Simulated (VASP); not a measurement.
# Rh in VASP: a series of runs

The runs below take Rh through single point, with LDA.

Program: VASP 6.6.1. These are calculated values, not measurements. Logs are shortened: lines on timing, memory, paths and dates and some standing lists are left out, and cuts for length are marked.

### Step 1. The cell of the first run

It takes space group Cmcm (No. 63, orthorhombic). The conventional cell has a = 2.608 Å, b = 4.856 Å, c = 8.349 Å, α = 90.00°, β = 90.00°, γ = 90.00°. Within 3.4 Å of Rh (site symmetry 2/m) lie 12 Rh at 2.59 to 2.76 Å. Within 3.4 Å of Rh (site symmetry m2m) lie 12 Rh at 2.59 to 2.76 Å.

### Step 2. Single point, LDA

File INCAR:

```
SYSTEM = Rh
PREC = Accurate
ENCUT = 520
EDIFF = 1E-6
ISMEAR = 0
SIGMA = 0.15
LREAL = .False.
LASPH = .True.
NELM = 80
ALGO = Fast
ISIF = 2
LWAVE = .False.
LCHARG = .False.
NBANDS = 38
```

File KPOINTS:

```
Automatic mesh
0
Gamma
  18 18 6
  0 0 0
```

File POSCAR:

```
Rh
1.0
    2.6084971536      0.0000000000      0.0000000000
   -1.3042485768      2.4279367554      0.0000000000
    0.0000000000      0.0000000000      8.3488068906
Rh
4
Direct
    0.0000000000      0.0000000000      0.0000000000
    0.3333333333      0.6666666667      0.2500000000
    0.0000000000      0.0000000000      0.5000000000
    0.6666666667      0.3333333333      0.7500000000
```

Potentials or basis: VASP PAW LDA potentials, release 64 (Rh_pv).

On the command line:

```bash
cat potpaw_LDA.64/Rh_pv/POTCAR > POTCAR
mpirun -np 1 vasp_std > vasp.out
```

OUTCAR:

```text
SYSTEM = Rh
   PREC = Accurate
   ENCUT = 520
   EDIFF = 1E-6
   ISMEAR = 0
   LREAL = .False.
   LASPH = .True.
   NELM = 80
   ISIF = 2

 ion  position               nearest neighbor table
   1  0.000  0.000  0.000-   2 2.59   4 2.59   4 2.59   2 2.59   4 2.64   2 2.64
   2  0.333  0.667  0.250-   1 2.59   3 2.59   1 2.59   3 2.59   1 2.64   3 2.64
   3  0.000  0.000  0.500-   2 2.59   4 2.59   4 2.59   2 2.59   4 2.64   2 2.64
   4  0.667  0.333  0.750-   1 2.59   3 2.59   1 2.59   3 2.59   1 2.64   3 2.64

  LATTYP: Found a base centered orthorhombic cell.
 ALAT       =     2.6084971536
 B/A-ratio  =     1.8615598273
 C/A-ratio  =     3.2006195135

  Lattice vectors:

 A1 = (   1.3042485768,  -2.4279367554,   0.0000000000)
 A2 = (   1.3042485768,   2.4279367554,   0.0000000000)
 A3 = (   0.0000000000,   0.0000000000,   8.3488068906)

Analysis of symmetry for initial positions (statically):
=====================================================================
 Subroutine PRICEL returns:
 Original cell was already a primitive cell.

 Routine SETGRP: Setting up the symmetry group for a
 base centered orthorhombic supercell.

 Subroutine GETGRP returns: Found  8 space group operations
 (whereof  4 operations were pure point group operations)
 out of a pool of  8 trial point group operations.

The static configuration has the point symmetry C_2h.
 The point group associated with its full space group is D_2h.

Analysis of symmetry for dynamics (positions and initial velocities):
=====================================================================
 Subroutine PRICEL returns:
 Original cell was already a primitive cell.

 Routine SETGRP: Setting up the symmetry group for a
 base centered orthorhombic supercell.

 Subroutine GETGRP returns: Found  8 space group operations
 (whereof  4 operations were pure point group operations)
 out of a pool of  8 trial point group operations.

The dynamic configuration has the point symmetry C_2h.
 The point group associated with its full space group is D_2h.

 Subroutine INISYM returns: Found  8 space group operations
 (whereof  4 operations are pure point group operations),
 and found     1 'primitive' translations

----------------------------------------------------------------------------------------

                                     Primitive cell

  volume of cell :      52.8752

  direct lattice vectors                    reciprocal lattice vectors
     2.608497154  0.000000000  0.000000000     0.383362504  0.205936171  0.000000000
    -1.304248577  2.427936755  0.000000000     0.000000000  0.411872343  0.000000000
     0.000000000  0.000000000  8.348806891     0.000000000  0.000000000  0.119777594

  length of vectors
     2.608497154  2.756073518  8.348806891     0.435174122  0.411872343  0.119777594

  position of ions in fractional coordinates (direct lattice)
     0.000000000  0.000000000  0.000000000
     0.333333333  0.666666667  0.250000000
     0.000000000  0.000000000  0.500000000
     0.666666667  0.333333333  0.750000000

  ion indices of the primitive-cell ions
   primitive index   ion index
                 1           1
                 2           2
                 3           3
                 4           4

----------------------------------------------------------------------------------------

 KPOINTS: Automatic mesh

Automatic generation of k-mesh.
 Grid dimensions read from file:
 generate k-points for:   18   18    6

 Generating k-lattice:

  Cartesian coordinates                     Fractional coordinates (reciprocal lattice)
     0.021297917  0.011440898  0.000000000     0.055555556  0.000000000  0.000000000
     0.000000000  0.022881797  0.000000000     0.000000000  0.055555556  0.000000000
     0.000000000  0.000000000  0.019962932     0.000000000  0.000000000  0.166666667

  Length of vectors
     0.024176340  0.022881797  0.019962932

  Shift w.r.t. Gamma in fractional coordinates (k-lattice)
     0.000000000  0.000000000  0.000000000

 Subroutine IBZKPT returns following result:
 ===========================================

 Found    364 irreducible k-points:

 Following reciprocal coordinates:
            Coordinates               Weight
  0.000000  0.000000  0.000000      1.000000
  0.055556  0.000000  0.000000      4.000000
  0.111111  0.000000  0.000000      4.000000
  0.166667 -0.000000  0.000000      4.000000
  0.222222  0.000000  0.000000      4.000000
  0.277778  0.000000  0.000000      4.000000
[... 16 lines left out ...]
 -0.333333  0.055556  0.000000      4.000000
 -0.277778  0.055556  0.000000      4.000000
 [... further k-points ...]
   k-points           NKPTS =    364   k-points in BZ     NKDIM =    364   number of bands    NBANDS=     38
   number of dos      NEDOS =    301   number of ions     NIONS =      4
   total plane-waves  NPLWV =  25600
   dimension x,y,z NGX =    20 NGY =   20 NGZ =   64
   dimension x,y,z NGXF=    40 NGYF=   40 NGZF=  128
   ions per type =               4
   NGX,Y,Z   is equivalent  to a cutoff of  12.75, 12.06, 12.74 a.u.
   NGXF,Y,Z  is equivalent  to a cutoff of  25.49, 24.13, 25.49 a.u.
 SYSTEM =  Rh
   PREC   = accura    normal or accurate (medium, high low for compatibility)
   ISTART =      0    job   : 0-new  1-cont  2-samecut
   ICHARG =      2    charge: 1-file 2-atom 10-const
   ISPIN  =      1    spin polarized calculation?
   LNONCOLLINEAR =      F non collinear calculations
   LSORBIT =      F    spin-orbit coupling
   LASPH  =      T    aspherical Exc in radial PAW
   ENCUT  =  520.0 eV  38.22 Ry    6.18 a.u.   4.85  5.12 15.52*2*pi/ulx,y,z
   NELM   =     80;   NELMIN=  2; NELMDL= -5     # of ELM steps
   EDIFF  = 0.1E-05   stopping-criterion for ELM
   LREAL  =      F    real-space projection
   EDIFFG = 0.1E-04   stopping-criterion for IOM
   NSW    =      0    number of steps for IOM
   IBRION =     -1    ionic relax: 0-MD 1-quasi-New 2-CG
   NFREE  =      0    steps in history (QN), initial steepest desc. (CG)
   ISIF   =      2    stress and relaxation
   ISYM   =      2    0-nonsym 1-usesym 2-fastsym
   POTIM  = 0.5000    time-step for ionic-motion
   TEBEG  =    0.0;   TEEND  =   0.0 temperature during run
   PSTRESS=    0.0 pullay stress
   NELECT =      60.0000    total number of electrons
   NUPDOWN=      -1.0000    fix difference up-down
   EMIN   =  10.00;   EMAX   =-10.00  energy-range for DOS
   EFERMI =   0.00;   METHOD = LEGACY
   ISMEAR =     0;   SIGMA  =   0.15  broadening in eV -4-tet -1-fermi 0-gaus
   EFERMI_NEDOS =   21; number of points for ismear=-14 and -15
   IALGO  =     68    algorithm
   IMIX   =      4    mixing-type and parameters
     AMIX     =   0.40;   BMIX     =  1.00
     AMIX_MAG =   1.60;   BMIX_MAG =  1.00
  volume/ion in A,a.u.               =      13.22        89.20
  Fermi-wavevector in a.u.,A,eV,Ry     =   1.707554  3.226810 39.671075  2.915742
  Thomas-Fermi vector in A             =   2.786385
   LORBIT       =      0    0 simple, 1 ext, 2 COOP (PROOUT), +10 PAW based schemes
   GGA     = CA    functional components
   LHFCALC =     F    Hartree Fock is set to
   AEXX    =    0.0000 exact exchange contribution
   IVDW    =     0    specifies the selected vdW correction
   LEPSILON=     F    determine dielectric tensor
   LRPA    =     F    only Hartree local field effects (RPA)
 non-spin polarized calculation
 RMM-DIIS sequential band-by-band and
 Gauss-broadening in eV      SIGMA  =   0.15
  energy-cutoff  :      520.00
  volume of cell :       52.88
 maximum number of plane-waves:      1444
   NGX =  9   NGY = 11   NGZ = 31

 number of electron      60.0000005 magnetization

 Free energy of the ion-electron system (eV)
  ---------------------------------------------------
  ext. energy  EPLUGINS =         0.00000000
  ---------------------------------------------------
  free energy    TOTEN  =       -34.41666366 eV

  energy without entropy =      -34.35248951  energy(sigma->0) =      -34.38457659

 E-fermi :  12.4934     XC(G=0): -14.5958

 val. band max:       12.4926580453   @ k =  -0.3889   0.0556   0.1667
 cond. band min:      12.4936743498   @ k =  -0.3333   0.1667   0.5000
 fundamental gap:      0.0010163045
 Fermi energy:        12.4933980724

 k-point     1 :       0.0000    0.0000    0.0000
  band No.  band energies     occupation
      1     -34.7285      2.00000
      2     -34.2627      2.00000
      3     -34.2472      2.00000
      4     -33.9231      2.00000
      5     -33.9044      2.00000
      6     -33.8690      2.00000
[... 30 lines left out ...]
     37      22.2818      0.00000
     38      26.8484      0.00000

 k-point     2 :       0.0556    0.0000    0.0000
  band No.  band energies     occupation
      1     -34.7193      2.00000
      2     -34.2666      2.00000
      3     -34.2509      2.00000
      4     -33.9302      2.00000
      5     -33.9227      2.00000
      6     -33.8711      2.00000
[... 30 lines left out ...]
     37      22.2595      0.00000
     38      27.0282      0.00000

 k-point     3 :       0.1111    0.0000    0.0000
  band No.  band energies     occupation
      1     -34.6923      2.00000
      2     -34.2807      2.00000
      3     -34.2639      2.00000
      4     -33.9766      2.00000
      5     -33.9458      2.00000
      6     -33.8906      2.00000
[... 30 lines left out ...]
     37      22.1965      0.00000
     38      27.5065      0.00000

 k-point     4 :       0.1667   -0.0000    0.0000
  band No.  band energies     occupation
      1     -34.6491      2.00000
      2     -34.3114      2.00000
      3     -34.2913      2.00000
      4     -34.0531      2.00000
      5     -33.9737      2.00000
      6     -33.9455      2.00000
[... 30 lines left out ...]
     37      22.1086      0.00000
     38      28.0286      0.00000
[... 703 lines left out ...]
      4     -34.3800      2.00000
      5     -34.3357      2.00000
      6     -34.0677      2.00000
[... 30 lines left out ...]
     37      22.0738      0.00000
     38      22.9677      0.00000

 k-point    23 :      -0.3333    0.0556    0.0000
  band No.  band energies     occupation
      1     -34.5008      2.00000
      2     -34.4955      2.00000
      3     -34.4307      2.00000
      4     -34.3067      2.00000
      5     -34.2463      2.00000
      6     -34.0413      2.00000
[... 30 lines left out ...]
     37      22.0067      0.00000
     38      24.4463      0.00000

 k-point    24 :      -0.2778    0.0556    0.0000
  band No.  band energies     occupation
      1     -34.5499      2.00000
      2     -34.4160      2.00000
      3     -34.3828      2.00000
      4     -34.2190      2.00000
      5     -34.1386      2.00000
      6     -34.0131      2.00000
[... 30 lines left out ...]
     37      22.0176      0.00000
     38      26.4246      0.00000

 [... further k-points ...]

------------------------ aborting loop because EDIFF is reached ----------------------------------------

  FORCE on cell =-STRESS in cart. coord.  units (eV):
  Direction    XX          YY          ZZ          XY          YZ          ZX
  --------------------------------------------------------------------------------------
  -------------------------------------------------------------------------------------
  Total        3.2060340     -4.5697250      5.3457327      0.0000000      0.0000000      0.0000000
  in kB       97.1463647   -138.4677058    161.9815930      0.0000000      0.0000000      0.0000000
  external PRESSURE =      40.2200840 kB  Pullay stress =       0.0000000 kB

 VOLUME and BASIS-vectors are now :
 -----------------------------------------------------------------------------
  energy-cutoff  :      520.00
  volume of cell :       52.88
      direct lattice vectors                 reciprocal lattice vectors
     2.608497154  0.000000000  0.000000000     0.383362504  0.205936171  0.000000000
    -1.304248577  2.427936755  0.000000000     0.000000000  0.411872343  0.000000000
     0.000000000  0.000000000  8.348806891     0.000000000  0.000000000  0.119777594

 POSITION                                       TOTAL-FORCE (eV/Angst)
 -----------------------------------------------------------------------------------
      0.00000      0.00000      0.00000         0.000000      0.000000      0.000000
     -0.00000      1.61862      2.08720        -0.000000     -0.217690     -0.000000
      0.00000      0.00000      4.17440        -0.000000      0.000000      0.000000
      1.30425      0.80931      6.26161         0.000000      0.217690      0.000000
 -----------------------------------------------------------------------------------
    total drift:                                0.000000     -0.000000      0.000000

  FREE ENERGIE OF THE ION-ELECTRON SYSTEM (eV)
  ---------------------------------------------------
  free  energy   TOTEN  =       -34.4166636601 eV

  energy  without entropy=      -34.3524895101  energy(sigma->0) =      -34.38457659
```

Run time: 4.9 min. Hardware: 1 thread of Intel Xeon 6975P-C (Granite Rapids), shared host; peak memory 0.53 GiB.

What came out:

```yaml
Free_energy: -34.4167 eV
Pressure: 4.0 GPa
Largest_force: 0.218 eV/Å
Band_gap_on_the_k_mesh: zero (band 30 reaches 13.35 eV, above the bottom of band 31 at 11.23 eV)
```

Forces in eV/Å, atoms in the order of the input:
```
Rh   0.000  0.000  0.000
Rh   0.000 -0.218  0.000
Rh   0.000  0.000  0.000
Rh   0.000  0.218  0.000
```

Stress tensor (GPa, compression positive):
```
  9.71   0.00   0.00
  0.00 -13.85   0.00
  0.00   0.00  16.20
```

Caveat: the cell differs from its parent crystal (strain +e along x and -e along y -0.0367, strain +e along z and -e/2 along x and y -0.0367).

(Continued in part 2 of 2.)
